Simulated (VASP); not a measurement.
**NaCl: single point with PBEsol**

NaCl:

```
Cl Na
1.0
     3.09246    0.00000    0.00000
     0.00000    3.09246    0.00000
     0.00000    0.00000    3.09246
Cl Na
1 1
Direct
  0.50000 0.50000 0.50000
  0.00000 0.00000 0.00000
```

```json
{
  "Program": "VASP 6.6.1",
  "Task": "single point",
  "Functional": "PBEsol",
  "Potentials or basis": "VASP PAW PBE potentials, release 64 (Cl, Na_pv)",
  "Cutoff": "520 eV",
  "k mesh": "8 × 8 × 8",
  "Occupations": "fermi-dirac, width 0.05 eV",
  "Spin": "no spin polarisation"
}
```

```json
{
  "Pressure": "20.2 GPa",
  "Band gap on the k mesh": "4.95 eV"
}
```

Levels at points of the mesh, in eV from the valence-band top:
```csv
k point,band 4,band 5,band 6,band 7,band 8,band 9,band 10,band 11
"(0.00, 0.00, 0.00)",-15.19,-0.91,-0.91,-0.91,5.49,7.58,7.58,17.16
"(0.50, 0.00, 0.00)",-14.23,-5.13,-0.52,-0.52,8.05,9.91,11.36,12.46
"(0.50, 0.50, 0.00)",-13.66,-3.97,-3.97,0.00,4.95,10.37,12.85,12.85
"(0.50, 0.50, 0.50)",-12.95,-3.40,-3.40,-3.40,6.66,6.66,6.66,14.74
```

Run time: 4 s on 1 thread of Intel(R) Xeon(R) 6975P-C (Granite Rapids) (shared host), peak memory 0.13 GiB.

Caveat: the cell stands under pressure; the PAW data sets were made with another functional, which shifts forces and pressure a little. A k mesh can miss the band edges.
